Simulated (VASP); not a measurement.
# LiZn (Fd-3m) in VASP: a series of runs, part 2 of 2

VASP 6.6.1. The steps go on from the part before.

### 4 Electric field gradients, LDA (14.90 Å³/atom)

This run uses another cell than the first one, of 14.90 Å³/atom.

INCAR

```
PREC = Accurate ; ENCUT = 520
EDIFF = 1E-8 ; ISMEAR = -1
SIGMA = 0.08 ; LREAL = F
LASPH = T ; NELM = 100
ALGO = Normal ; ISIF = 2
LWAVE = F ; LCHARG = F
GGA = CA ; LEFG = T
NBANDS = 23
```

KPOINTS

```
Automatic mesh
0
Gamma
  9 9 9
```

POSCAR

```
LiZn
1.0
    0.0000000000      3.1005952400      3.1005952400
    3.1005952400      0.0000000000      3.1005952400
    3.1005952400      3.1005952400      0.0000000000
Li Zn
2 2
Direct
    0.5000000000      0.5000000000      0.5000000000
    0.7500000000      0.7500000000      0.7500000000
    0.0000000000      0.0000000000      0.0000000000
    0.2500000000      0.2500000000      0.2500000000
```

Potentials or basis: VASP PAW LDA potentials, release 64 (Li_sv, Zn).

Command:

```
$ cat potpaw_LDA.64/Li_sv/POTCAR potpaw_LDA.64/Zn/POTCAR > POTCAR
$ mpirun -np 1 vasp_std > vasp.out
```

OUTCAR:

```text
PREC = Accurate
   ENCUT = 520
   EDIFF = 1E-8
   ISMEAR = -1
   LREAL = F
   LASPH = T
   NELM = 100
   ISIF = 2
   GGA = CA

 ion  position               nearest neighbor table
   1  0.500  0.500  0.500-   4 2.69   4 2.69   4 2.69   4 2.69
   2  0.750  0.750  0.750-   3 2.69   3 2.69   3 2.69   3 2.69
   3  0.000  0.000  0.000-   2 2.69   2 2.69   2 2.69   4 2.69   4 2.69   4 2.69   4 2.69   2 2.69

   4  0.250  0.250  0.250-   3 2.69   3 2.69   3 2.69   1 2.69   1 2.69   1 2.69   3 2.69   1 2.69

  LATTYP: Found a face centered cubic cell.
 ALAT       =     6.2011904800

  Lattice vectors:

 A1 = (   0.0000000000,   3.1005952400,   3.1005952400)
 A2 = (   3.1005952400,   0.0000000000,   3.1005952400)
 A3 = (   3.1005952400,   3.1005952400,   0.0000000000)

Analysis of symmetry for initial positions (statically):
=====================================================================
 Subroutine PRICEL returns:
 Original cell was already a primitive cell.

 Routine SETGRP: Setting up the symmetry group for a
 face centered cubic supercell.

 Subroutine GETGRP returns: Found 48 space group operations
 (whereof 24 operations were pure point group operations)
 out of a pool of 48 trial point group operations.

The static configuration has the point symmetry T_d .
 The point group associated with its full space group is O_h .

Analysis of symmetry for dynamics (positions and initial velocities):
=====================================================================
 Subroutine PRICEL returns:
 Original cell was already a primitive cell.

 Routine SETGRP: Setting up the symmetry group for a
 face centered cubic supercell.

 Subroutine GETGRP returns: Found 48 space group operations
 (whereof 24 operations were pure point group operations)
 out of a pool of 48 trial point group operations.

The dynamic configuration has the point symmetry T_d .
 The point group associated with its full space group is O_h .

 Subroutine INISYM returns: Found 48 space group operations
 (whereof 24 operations are pure point group operations),
 and found     1 'primitive' translations

----------------------------------------------------------------------------------------

                                     Primitive cell

  volume of cell :      59.6163

  direct lattice vectors                    reciprocal lattice vectors
     0.000000000  3.100595240  3.100595240    -0.161259359  0.161259359  0.161259359
     3.100595240  0.000000000  3.100595240     0.161259359 -0.161259359  0.161259359
     3.100595240  3.100595240  0.000000000     0.161259359  0.161259359 -0.161259359

  length of vectors
     4.384903840  4.384903840  4.384903840     0.279309402  0.279309402  0.279309402

  position of ions in fractional coordinates (direct lattice)
     0.500000000  0.500000000  0.500000000
     0.750000000  0.750000000  0.750000000
     0.000000000  0.000000000  0.000000000
     0.250000000  0.250000000  0.250000000
[... 91 lines left out ...]
   NUPDOWN=      -1.0000    fix difference up-down
   EMIN   =  10.00;   EMAX   =-10.00  energy-range for DOS
   EFERMI =   0.00;   METHOD = LEGACY
   ISMEAR =    -1;   SIGMA  =   0.08  broadening in eV -4-tet -1-fermi 0-gaus
   EFERMI_NEDOS =   21; number of points for ismear=-14 and -15
   IALGO  =     38    algorithm
   IMIX   =      4    mixing-type and parameters
     AMIX     =   0.40;   BMIX     =  1.00
     AMIX_MAG =   1.60;   BMIX_MAG =  1.00
  volume/ion in A,a.u.               =      14.90       100.58
  Fermi-wavevector in a.u.,A,eV,Ry     =   1.302147  2.460702 23.069876  1.695588
  Thomas-Fermi vector in A             =   2.433235
   LORBIT       =      0    0 simple, 1 ext, 2 COOP (PROOUT), +10 PAW based schemes
   GGA     = CA    functional components
   LHFCALC =     F    Hartree Fock is set to
   AEXX    =    0.0000 exact exchange contribution
   IVDW    =     0    specifies the selected vdW correction
   LEPSILON=     F    determine dielectric tensor
   LRPA    =     F    only Hartree local field effects (RPA)
 non-spin polarized calculation
  energy-cutoff  :      520.00
  volume of cell :       59.62
 maximum number of plane-waves:      1639
 NGX is ok and might be reduce to    36
   NGX = 17   NGY = 17   NGZ = 17

 number of electron      30.0000037 magnetization

 Free energy of the ion-electron system (eV)
  ---------------------------------------------------
  ext. energy  EPLUGINS =         0.00000000
  ---------------------------------------------------
  free energy    TOTEN  =        -8.68873490 eV

  energy without entropy =       -8.66551559  energy(sigma->0) =       -8.67712524

 E-fermi :   1.8899     XC(G=0): -10.0312

 val. band max:        1.8570361212   @ k =   0.3333   0.2222   0.1111
 cond. band min:       1.9175768063   @ k =   0.4444   0.2222   0.0000
 fundamental gap:      0.0605406851
 Fermi energy:         1.8898870185

 k-point     1 :       0.0000    0.0000    0.0000
  band No.  band energies     occupation
      1     -43.1722      2.00000
      2     -43.1168      2.00000
      3      -5.6881      2.00000
      4      -5.4675      2.00000
      5      -5.4675      2.00000
      6      -5.4675      2.00000
[... 613 lines left out ...]
     22      12.9716      0.00000
     23      13.9319      0.00000

 [... further k-points ...]

------------------------ aborting loop because EDIFF is reached ----------------------------------------

  FORCE on cell =-STRESS in cart. coord.  units (eV):
  Direction    XX          YY          ZZ          XY          YZ          ZX
  --------------------------------------------------------------------------------------
  -------------------------------------------------------------------------------------
  Total       -1.9635713     -1.9635713     -1.9635713     -0.0000000     -0.0000000      0.0000000
  in kB      -52.7705991    -52.7705991    -52.7705991     -0.0000000     -0.0000000      0.0000000
  external PRESSURE =     -52.7705991 kB  Pullay stress =       0.0000000 kB

 VOLUME and BASIS-vectors are now :
 -----------------------------------------------------------------------------
  energy-cutoff  :      520.00
  volume of cell :       59.62
      direct lattice vectors                 reciprocal lattice vectors
     0.000000000  3.100595240  3.100595240    -0.161259359  0.161259359  0.161259359
     3.100595240  0.000000000  3.100595240     0.161259359 -0.161259359  0.161259359
     3.100595240  3.100595240  0.000000000     0.161259359  0.161259359 -0.161259359

 POSITION                                       TOTAL-FORCE (eV/Angst)
 -----------------------------------------------------------------------------------
      3.10060      3.10060      3.10060        -0.000000     -0.000000     -0.000000
      4.65089      4.65089      4.65089         0.000000      0.000000      0.000000
      0.00000      0.00000      0.00000        -0.000000     -0.000000     -0.000000
      1.55030      1.55030      1.55030         0.000000      0.000000      0.000000
 -----------------------------------------------------------------------------------
    total drift:                                0.000000      0.000000      0.000000

  FREE ENERGIE OF THE ION-ELECTRON SYSTEM (eV)
  ---------------------------------------------------
  free  energy   TOTEN  =        -8.6887348966 eV

  energy  without entropy=       -8.6655155868  energy(sigma->0) =       -8.67712524

 Electric field gradients (V/A^2)
---------------------------------------------------------------------
 ion       V_xx      V_yy      V_zz      V_xy      V_xz      V_yz
---------------------------------------------------------------------
   1       0.000    -0.000     0.000    -0.004    -0.004    -0.004
   2      -0.000    -0.000     0.000    -0.004    -0.004    -0.004
   3      -0.000     0.000     0.000    -0.005    -0.005    -0.005
   4      -0.000     0.000     0.000    -0.005    -0.005    -0.005
---------------------------------------------------------------------

 Electric field gradients after diagonalization (V/A^2)
 (convention: |V_zz| > |V_xx| > |V_yy|)
----------------------------------------------------------------------
 ion       V_xx      V_yy      V_zz     asymmetry (V_yy - V_xx)/ V_zz
----------------------------------------------------------------------
   1       0.004     0.004    -0.007       0.000
   2       0.004     0.004    -0.007       0.000
   3       0.005     0.005    -0.009       0.000
   4       0.005     0.005    -0.009       0.000
----------------------------------------------------------------------

           NMR quadrupolar parameters

 Cq : quadrupolar parameter    Cq=e*Q*V_zz/h
 eta: asymmetry parameters     (V_yy - V_xx)/ V_zz
 Q  : nuclear electric quadrupole moment in mb (millibarn)
----------------------------------------------------------------------
 ion       Cq(MHz)       eta       Q (mb)
----------------------------------------------------------------------
   1      -0.000       0.000       1.000
   2      -0.000       0.000       1.000
   3      -0.000       0.000       1.000
   4      -0.000       0.000       1.000
----------------------------------------------------------------------
```

OSZICAR:

```text
N       E                     dE             d eps       ncg     rms          rms(c)
DAV:   1     0.163379068282E+03    0.16338E+03   -0.14471E+04  1610   0.173E+03
DAV:   2     0.623164476449E+01   -0.15715E+03   -0.15090E+03  1652   0.342E+02
DAV:   3    -0.863653288685E+01   -0.14868E+02   -0.14607E+02  2731   0.848E+01
DAV:   4    -0.930005832406E+01   -0.66353E+00   -0.65784E+00  2012   0.150E+01
DAV:   5    -0.931123731911E+01   -0.11179E-01   -0.11178E-01  2194   0.194E+00    0.401E+00
DAV:   6    -0.875328543599E+01    0.55795E+00   -0.28801E+00  2023   0.284E+01    0.270E+00
DAV:   7    -0.870573884570E+01    0.47547E-01   -0.23659E-01  1923   0.685E+00    0.977E-01
DAV:   8    -0.868954067437E+01    0.16198E-01   -0.16902E-02  1946   0.117E+00    0.160E-01
DAV:   9    -0.868877595814E+01    0.76472E-03   -0.15705E-03  2455   0.403E-01    0.544E-02
DAV:  10    -0.868873619655E+01    0.39762E-04   -0.22175E-04  1918   0.100E-01    0.123E-02
DAV:  11    -0.868873480904E+01    0.13875E-05   -0.18750E-05  2358   0.480E-02    0.816E-03
DAV:  12    -0.868873497737E+01   -0.16834E-06   -0.88161E-07  1918   0.679E-03    0.302E-03
DAV:  13    -0.868873489746E+01    0.79914E-07   -0.10238E-07  2179   0.264E-03    0.483E-04
DAV:  14    -0.868873489665E+01    0.81263E-09   -0.22034E-09  1183   0.346E-04
   1 F= -.86887349E+01 E0= -.86771252E+01  d E =-.232193E-01
```

stdout:

```text
POSCAR found type information on POSCAR LiZn
 POSCAR found :  2 types and       4 ions
 scaLAPACK will be used
 LDA part: xc-table for (Slater(with rela. corr.)+CA(PZ))
 , standard interpolation
 POSCAR, INCAR and KPOINTS ok, starting setup
 FFT: planning ... GRIDC
 FFT: planning ... GRID_SOFT
 FFT: planning ... GRID
 WAVECAR not read
 entering main loop
ion   1

ion   2

ion   3

ion   4
```

Run time: 51 s. Hardware: 1 thread of Intel Xeon Platinum 8375C at 2.90GHz (Ice Lake), shared host; peak memory 0.19 GiB.

Results:

* Free energy: -8.6887 eV
* Band gap on the k mesh: zero (bands 15 and 16 overlap by 4.50 eV)
* Largest electric field gradient by atom: zero within the noise of the run

Levels at points of the mesh, in eV from the Fermi level:
| k point | band 12 | band 13 | band 14 | band 15 | band 16 | band 17 | band 18 | band 19 |
| --- | --- | --- | --- | --- | --- | --- | --- | --- |
| (0.00, 0.00, 0.00) | -6.78 | -6.78 | 3.41 | 3.41 | 3.41 | 3.53 | 3.53 | 3.53 |

Caveat: the cutoff is under 1.25 times the usual one of these potentials, so pressure, stress and relaxed cells hold a basis-set (Pulay) error.

### 5 Electric field gradients, LDA (15.36 Å³/atom)

This run uses another cell than the first one, of 15.36 Å³/atom.

INCAR

```
SYSTEM = LiZn
  PREC = Accurate
  ENCUT = 520
  EDIFF = 1E-8
  ISMEAR = -1
  SIGMA = 0.08
  LREAL = .FALSE.
  LASPH = .TRUE.
  NELM = 100
  ALGO = Normal
  ISIF = 2
  LWAVE = .FALSE.
  LCHARG = .FALSE.
  LEFG = .TRUE.
  NBANDS = 23
```

KPOINTS

```
regular mesh
0
G
  9 9 9
  0 0 0
```

POSCAR

```
LiZn
1.0
    0.0000000000      3.1316032494      3.1316032494
    3.1316032494      0.0000000000      3.1316032494
    3.1316032494      3.1316032494      0.0000000000
Li Zn
2 2
Direct
    0.5000000000      0.5000000000      0.5000000000
    0.7500000000      0.7500000000      0.7500000000
    0.0000000000      0.0000000000      0.0000000000
    0.2500000000      0.2500000000      0.2500000000
```

Potentials or basis: VASP PAW LDA potentials, release 64 (Li_sv, Zn).

Command:

```
$ cat potpaw_LDA.64/Li_sv/POTCAR potpaw_LDA.64/Zn/POTCAR > POTCAR
$ mpirun -np 1 vasp_std > vasp.out
```

OUTCAR:

```text
SYSTEM = LiZn
   PREC = Accurate
   ENCUT = 520
   EDIFF = 1E-8
   ISMEAR = -1
   LREAL = .FALSE.
   LASPH = .TRUE.
   NELM = 100
   ISIF = 2

 ion  position               nearest neighbor table
   1  0.500  0.500  0.500-   4 2.71   4 2.71   4 2.71   4 2.71
   2  0.750  0.750  0.750-   3 2.71   3 2.71   3 2.71   3 2.71
   3  0.000  0.000  0.000-   2 2.71   2 2.71   4 2.71   4 2.71   2 2.71   2 2.71   4 2.71   4 2.71

   4  0.250  0.250  0.250-   3 2.71   1 2.71   3 2.71   1 2.71   3 2.71   3 2.71   1 2.71   1 2.71

  LATTYP: Found a face centered cubic cell.
 ALAT       =     6.2632064988

[... 855 lines left out ...]
 ion       V_xx      V_yy      V_zz      V_xy      V_xz      V_yz
---------------------------------------------------------------------
   1       0.000     0.000     0.000    -0.004    -0.004    -0.004
   2       0.000     0.000     0.000    -0.004    -0.004    -0.004
   3      -0.000    -0.000     0.000    -0.004    -0.004    -0.004
   4      -0.000    -0.000     0.000    -0.004    -0.004    -0.004
---------------------------------------------------------------------

 Electric field gradients after diagonalization (V/A^2)
 (convention: |V_zz| > |V_xx| > |V_yy|)
----------------------------------------------------------------------
 ion       V_xx      V_yy      V_zz     asymmetry (V_yy - V_xx)/ V_zz
----------------------------------------------------------------------
   1       0.004     0.004    -0.008       0.000
   2       0.004     0.004    -0.008       0.000
   3       0.004     0.004    -0.008       0.000
   4       0.004     0.004    -0.008       0.000
----------------------------------------------------------------------

           NMR quadrupolar parameters

 Cq : quadrupolar parameter    Cq=e*Q*V_zz/h
 eta: asymmetry parameters     (V_yy - V_xx)/ V_zz
 Q  : nuclear electric quadrupole moment in mb (millibarn)
----------------------------------------------------------------------
 ion       Cq(MHz)       eta       Q (mb)
----------------------------------------------------------------------
   1      -0.000       0.000       1.000
   2      -0.000       0.000       1.000
   3      -0.000       0.000       1.000
   4      -0.000       0.000       1.000
----------------------------------------------------------------------
```

Run time: 49 s. Hardware: 1 thread of Intel Xeon Platinum 8375C at 2.90GHz (Ice Lake), shared host; peak memory 0.19 GiB.

Results:

```yaml
Free_energy: -8.6253 eV
Band_gap_on_the_k_mesh: zero (bands 15 and 16 overlap by 4.41 eV)
Largest_electric_field_gradient_by_atom: zero within the noise of the run
```

Caveat: the cutoff is under 1.25 times the usual one of these potentials, so pressure, stress and relaxed cells hold a basis-set (Pulay) error.

### 6 Overview

```tsv
cell	gap on the mesh (eV)
a = 4.340 Å, angles 60.0°, 4 atoms	none
a = 4.385 Å, angles 60.0°, 4 atoms	none
a = 4.429 Å, angles 60.0°, 4 atoms	none
```

Alike in all rows: task electric field gradients; level LDA; potentials or basis VASP PAW LDA potentials, release 64 (Li_sv, Zn); no spin polarisation; k mesh 9 × 9 × 9; cutoff (eV) 520; smearing fermi-dirac 0.08 eV.

Caveats: the cutoff is under 1.25 times the usual one of these potentials, so pressure, stress and relaxed cells hold a basis-set (Pulay) error.

Absolute energies hang on the potentials; compare differences alone.
